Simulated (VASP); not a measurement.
# La (Pm-3m) in VASP: further runs, part 2 of 2

VASP 6.6.1. The steps go on from the part before.

**3. Relaxation of cell and atoms, PBE**

This run uses another cell than the first one, of 36.76 Å³/atom, 1.002 times its volume.

Contents of INCAR:

```
  ALGO = Normal
  EDIFF = 1E-6
  EDIFFG = -0.01
  ENCUT = 600
  GGA = PE
  IBRION = 2
  ISIF = 3
  ISMEAR = 0
  LASPH = True
  LCHARG = False
  LREAL = False
  LWAVE = False
  NELM = 80
  NSW = 100
  PREC = Accurate
  SIGMA = 0.1
```

Contents of KPOINTS:

```
k-points
0
Gamma
  16 16 16
```

Contents of POSCAR:

```
La
1.0
    3.3248549887      0.0000000000      0.0000000000
    0.0000000000      3.3248549887      0.0000000000
    0.0000000000      0.0000000000      3.3248549887
La
1
Direct
    0.0000000000      0.0000000000      0.0000000000
```

Potentials or basis: VASP PAW PBE potentials, release 64 (La).

Launch:

```sh
$ cat potpaw_PBE.64/La/POTCAR > POTCAR
$ mpirun -np 1 vasp_std > vasp.out
```

OUTCAR:

```text
EDIFF = 1E-6
   EDIFFG = -0.01
   ENCUT = 600
   GGA = PE
   IBRION = 2
   ISIF = 3
   ISMEAR = 0
   LASPH = True
   LREAL = False
   NELM = 80
   NSW = 100
   PREC = Accurate

 ion  position               nearest neighbor table
   1  0.000  0.000  0.000-

  LATTYP: Found a simple cubic cell.
 ALAT       =     3.3248549887

  Lattice vectors:

 A1 = (   3.3248549887,   0.0000000000,   0.0000000000)
 A2 = (   0.0000000000,   3.3248549887,   0.0000000000)
 A3 = (   0.0000000000,   0.0000000000,   3.3248549887)

Analysis of symmetry for initial positions (statically):
=====================================================================
 Subroutine PRICEL returns:
 Original cell was already a primitive cell.

 Routine SETGRP: Setting up the symmetry group for a
 simple cubic supercell.

 Subroutine GETGRP returns: Found 48 space group operations
 (whereof 48 operations were pure point group operations)
 out of a pool of 48 trial point group operations.

The static configuration has the point symmetry O_h .

Analysis of symmetry for dynamics (positions and initial velocities):
=====================================================================
 Subroutine PRICEL returns:
 Original cell was already a primitive cell.

 Routine SETGRP: Setting up the symmetry group for a
 simple cubic supercell.

 Subroutine GETGRP returns: Found 48 space group operations
 (whereof 48 operations were pure point group operations)
 out of a pool of 48 trial point group operations.

The dynamic configuration has the point symmetry O_h .

 Subroutine INISYM returns: Found 48 space group operations
 (whereof 48 operations are pure point group operations),
 and found     1 'primitive' translations

----------------------------------------------------------------------------------------

                                     Primitive cell

  volume of cell :      36.7551

  direct lattice vectors                    reciprocal lattice vectors
     3.324854989  0.000000000  0.000000000     0.300764997  0.000000000  0.000000000
     0.000000000  3.324854989  0.000000000     0.000000000  0.300764997  0.000000000
     0.000000000  0.000000000  3.324854989     0.000000000  0.000000000  0.300764997

  length of vectors
     3.324854989  3.324854989  3.324854989     0.300764997  0.300764997  0.300764997

  position of ions in fractional coordinates (direct lattice)
     0.000000000  0.000000000  0.000000000

  ion indices of the primitive-cell ions
   primitive index   ion index
                 1           1

----------------------------------------------------------------------------------------

 KPOINTS: k-points

Automatic generation of k-mesh.
 Grid dimensions read from file:
 generate k-points for:   16   16   16

 Generating k-lattice:

  Cartesian coordinates                     Fractional coordinates (reciprocal lattice)
     0.018797812  0.000000000  0.000000000     0.062500000  0.000000000  0.000000000
     0.000000000  0.018797812  0.000000000     0.000000000  0.062500000  0.000000000
     0.000000000  0.000000000  0.018797812     0.000000000  0.000000000  0.062500000

  Length of vectors
     0.018797812  0.018797812  0.018797812

  Shift w.r.t. Gamma in fractional coordinates (k-lattice)
     0.000000000  0.000000000  0.000000000

 Subroutine IBZKPT returns following result:
 ===========================================

 Found    165 irreducible k-points:

 Following reciprocal coordinates:
            Coordinates               Weight
  0.000000  0.000000  0.000000      1.000000
  0.062500  0.000000  0.000000      6.000000
  0.125000  0.000000  0.000000      6.000000
  0.187500  0.000000  0.000000      6.000000
  0.250000  0.000000  0.000000      6.000000
  0.312500  0.000000  0.000000      6.000000
[... 16 lines left out ...]
  0.437500  0.125000  0.000000     24.000000
  0.500000  0.125000  0.000000     12.000000
 [... further k-points ...]
   k-points           NKPTS =    165   k-points in BZ     NKDIM =    165   number of bands    NBANDS=      9
   number of dos      NEDOS =    301   number of ions     NIONS =      1
   total plane-waves  NPLWV =  21952
   dimension x,y,z NGX =    28 NGY =   28 NGZ =   28
   dimension x,y,z NGXF=    56 NGYF=   56 NGZF=   56
   ions per type =               1
   NGX,Y,Z   is equivalent  to a cutoff of  14.00, 14.00, 14.00 a.u.
   NGXF,Y,Z  is equivalent  to a cutoff of  28.00, 28.00, 28.00 a.u.
 SYSTEM =  unknown system
   PREC   = accura    normal or accurate (medium, high low for compatibility)
   ISTART =      0    job   : 0-new  1-cont  2-samecut
   ICHARG =      2    charge: 1-file 2-atom 10-const
   ISPIN  =      1    spin polarized calculation?
   LNONCOLLINEAR =      F non collinear calculations
   LSORBIT =      F    spin-orbit coupling
   LASPH  =      T    aspherical Exc in radial PAW
   ENCUT  =  600.0 eV  44.10 Ry    6.64 a.u.   6.64  6.64  6.64*2*pi/ulx,y,z
   NELM   =     80;   NELMIN=  2; NELMDL= -5     # of ELM steps
   EDIFF  = 0.1E-05   stopping-criterion for ELM
   LREAL  =      F    real-space projection
   EDIFFG = -.1E-01   stopping-criterion for IOM
   NSW    =    100    number of steps for IOM
   IBRION =      2    ionic relax: 0-MD 1-quasi-New 2-CG
   NFREE  =      1    steps in history (QN), initial steepest desc. (CG)
   ISIF   =      3    stress and relaxation
   ISYM   =      2    0-nonsym 1-usesym 2-fastsym
   POTIM  = 0.5000    time-step for ionic-motion
   TEBEG  =    0.0;   TEEND  =   0.0 temperature during run
   PSTRESS=    0.0 pullay stress
   NELECT =      11.0000    total number of electrons
   NUPDOWN=      -1.0000    fix difference up-down
   EMIN   =  10.00;   EMAX   =-10.00  energy-range for DOS
   EFERMI =   0.00;   METHOD = LEGACY
   ISMEAR =     0;   SIGMA  =   0.10  broadening in eV -4-tet -1-fermi 0-gaus
   EFERMI_NEDOS =   21; number of points for ismear=-14 and -15
   IALGO  =     38    algorithm
   IMIX   =      4    mixing-type and parameters
     AMIX     =   0.40;   BMIX     =  1.00
     AMIX_MAG =   1.60;   BMIX_MAG =  1.00
  volume/ion in A,a.u.               =      36.76       248.04
  Fermi-wavevector in a.u.,A,eV,Ry     =   1.095048  2.069340 16.315145  1.199129
  Thomas-Fermi vector in A             =   2.231364
   LORBIT       =      0    0 simple, 1 ext, 2 COOP (PROOUT), +10 PAW based schemes
   GGA     = PE    functional components
   LHFCALC =     F    Hartree Fock is set to
   AEXX    =    0.0000 exact exchange contribution
   IVDW    =     0    specifies the selected vdW correction
   LEPSILON=     F    determine dielectric tensor
   LRPA    =     F    only Hartree local field effects (RPA)
 conjugate gradient relaxation of ions
 non-spin polarized calculation
 Gauss-broadening in eV      SIGMA  =   0.10
  energy-cutoff  :      600.00
  volume of cell :       36.76
 maximum number of plane-waves:      1247
 NGX is ok and might be reduce to    28
   NGX = 13   NGY = 13   NGZ = 13

 number of electron      10.9999998 magnetization

 Free energy of the ion-electron system (eV)
  ---------------------------------------------------
  ext. energy  EPLUGINS =         0.00000000
  ---------------------------------------------------
  free energy    TOTEN  =        -4.38494308 eV

  energy without entropy =       -4.37260123  energy(sigma->0) =       -4.37877216

 E-fermi :   7.8236     XC(G=0):  -9.5459

 val. band max:        7.8213836372   @ k =   0.3750   0.1875   0.0625
 cond. band min:       7.8269476715   @ k =   0.1875   0.0000   0.0000
 fundamental gap:      0.0055640342
 Fermi energy:         7.8235512219

 k-point     1 :       0.0000    0.0000    0.0000
  band No.  band energies     occupation
      1     -25.2832      2.00000
      2      -8.0018      2.00000
      3      -8.0018      2.00000
      4      -8.0018      2.00000
      5       4.9739      2.00000
      6       6.7085      2.00000
      7       6.7085      2.00000
      8       9.7016      0.00000
      9       9.7016      0.00000
[... 265 lines left out ...]
 k-point    24 :       0.5000    0.1250    0.0000
  band No.  band energies     occupation
      1     -25.0134      2.00000
      2      -9.8634      2.00000
      3      -8.1069      2.00000
      4      -7.7794      2.00000
      5       7.4347      2.00000
      6       8.0438      0.00184
      7       8.0737      0.00040
      8       9.1498      0.00000
      9       9.7923      0.00000

 [... further k-points ...]

------------------------ aborting loop because EDIFF is reached ----------------------------------------

  FORCE on cell =-STRESS in cart. coord.  units (eV):
  Direction    XX          YY          ZZ          XY          YZ          ZX
  --------------------------------------------------------------------------------------
  -------------------------------------------------------------------------------------
  Total       -0.0049519     -0.0049519     -0.0049519      0.0000000      0.0000000     -0.0000000
  in kB       -0.2158579     -0.2158579     -0.2158579      0.0000000      0.0000000     -0.0000000
  external PRESSURE =      -0.2158579 kB  Pullay stress =       0.0000000 kB

 VOLUME and BASIS-vectors are now :
 -----------------------------------------------------------------------------
  energy-cutoff  :      600.00
  volume of cell :       36.76
      direct lattice vectors                 reciprocal lattice vectors
     3.324854989  0.000000000  0.000000000     0.300764997  0.000000000  0.000000000
     0.000000000  3.324854989  0.000000000     0.000000000  0.300764997  0.000000000
     0.000000000  0.000000000  3.324854989     0.000000000  0.000000000  0.300764997

 POSITION                                       TOTAL-FORCE (eV/Angst)
 -----------------------------------------------------------------------------------
      0.00000      0.00000      0.00000         0.000000      0.000000      0.000000
 -----------------------------------------------------------------------------------
    total drift:                                0.000000      0.000000      0.000000

  FREE ENERGIE OF THE ION-ELECTRON SYSTEM (eV)
  ---------------------------------------------------
  free  energy   TOTEN  =        -4.3849430823 eV

  energy  without entropy=       -4.3726012295  energy(sigma->0) =       -4.37877216

 reached required accuracy - stopping structural energy minimisation
```

CONTCAR:

```text
La
   1.00000000000000
     3.3248549886999998    0.0000000000000000    0.0000000000000000
     0.0000000000000000    3.3248549886999998    0.0000000000000000
     0.0000000000000000    0.0000000000000000    3.3248549886999998
  La
     1
Direct
     0.0000000000000000    0.0000000000000000    0.0000000000000000

  0.00000000E+00  0.00000000E+00  0.00000000E+00
```

It took 90 s on 1 thread of Intel Xeon Platinum 8488C (Sapphire Rapids), shared host; peak memory 0.24 GiB.

Results:

| Item | Value |
| --- | --- |
| Free energy | -4.3849 eV |
| Pressure after relaxing | 0.0 GPa |

Final structure:
```yaml
crystal:
  lattice:
    - [3.32485, 0.00000, 0.00000]
    - [0.00000, 3.32485, 0.00000]
    - [0.00000, 0.00000, 3.32485]
  atoms:
    - { symbol: La, position: [0.00000, 0.00000, 0.00000] }
```

Caveat: the relaxation stopped at its first step, so nothing moved; spin-orbit coupling is left out, which moves the levels of the heavy elements.
